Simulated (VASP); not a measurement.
Write the native input for VASP 6.6.1 that does the following.

```
Task                   : single point
Functional             : LDA
Potentials or basis    : VASP PAW LDA potentials, release 64 (Pb_d)
Cutoff                 : 520 eV
k mesh                 : 9 × 9 × 9
Occupations            : fermi-dirac, width 0.05 eV
Spin                   : no spin polarisation
Dipole correction      : no
Further INCAR settings : ALGO = Normal; EDIFF = 1e-06; NBANDS = 13
```

The structure of Pb lies in POSCAR:

```
Pb
1.0
    0.0000000000      2.4750200000      2.4750200000
    2.4750200000      0.0000000000      2.4750200000
    2.4750200000      2.4750200000      0.0000000000
Pb
1
Direct
    0.0000000000      0.0000000000      0.0000000000
```

These files were run (other wordings do the same):

INCAR

```
  PREC = Accurate
  ENCUT = 520
  EDIFF = 1E-6
  ISMEAR = -1
  SIGMA = 0.05
  LREAL = False
  LASPH = True
  NELM = 100
  ALGO = Normal
  ISIF = 2
  LWAVE = False
  LCHARG = False
  GGA = CA
  NBANDS = 13
```

KPOINTS

```
regular mesh
0
Gamma
  9 9 9
```

Potentials or basis: VASP PAW LDA potentials, release 64 (Pb_d).

Command:

```bash
$ cat potpaw_LDA.64/Pb_d/POTCAR > POTCAR
$ mpirun -np 1 vasp_std > vasp.out
```

It gave:

```yaml
Pressure: -2.1 GPa
Band_gap_on_the_k_mesh: zero (band 7 reaches 14.35 eV, above the bottom of band 8 at 5.46 eV)
```

Caveat: spin-orbit coupling is left out, which moves the levels of the heavy elements.

Wall time 10 s on 1 thread of AMD EPYC 7R13, with other jobs on the host, peak memory 0.11 GiB.
